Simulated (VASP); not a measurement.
A run of VASP 6.6.1 is set up as follows.

The input INCAR:

```
SYSTEM = Li
ALGO     = Normal         ! electronic algorithm
EDIFF    = 1E-6           ! SCF threshold, eV
ENCUT    = 520            ! plane-wave cutoff, eV
GGA      = PE             ! functional
ISIF     = 2              ! what is computed and relaxed
ISMEAR   = 0              ! smearing method
LASPH    = .TRUE.         ! aspherical terms in the spheres
LCHARG   = .TRUE.         ! write CHGCAR
LELF     = .TRUE.         ! ELF
LREAL    = .FALSE.        ! projectors in reciprocal space
LVHAR    = .TRUE.       
LWAVE    = .FALSE.        ! write WAVECAR
NBANDS   = 14             ! bands
NELM     = 60             ! most SCF steps
PREC     = Accurate       ! precision mode
SIGMA    = 0.1            ! smearing width, eV
```

File KPOINTS:

```
k-points
0
G
  15 15 4
  0 0 0
```

POSCAR

```
Li
1.0
    3.1987280044      0.0000000000      0.0000000000
   -1.5993640022      2.7701797117      0.0000000000
    0.0000000000      0.0000000000     10.6162743624
Li
4
Direct
    0.0000000000      0.0000000000      0.0000000000
    0.3333333300      0.6666666700      0.2500000000
    0.0000000000      0.0000000000      0.5000000000
    0.6666666700      0.3333333300      0.7500000000
```

Potentials or basis: VASP PAW PBE potentials, release 64 (Li_sv).

Run with:

```console
$ cat potpaw_PBE.64/Li_sv/POTCAR > POTCAR
$ mpirun -np 1 vasp_std > vasp.out
```

(1) Estimate the band gap on the k mesh.

Results:

(1) zero (band 6 reaches 1.75 eV, above the bottom of band 7 at -2.10 eV).

Caveat: the cell differs from its parent crystal (strained).
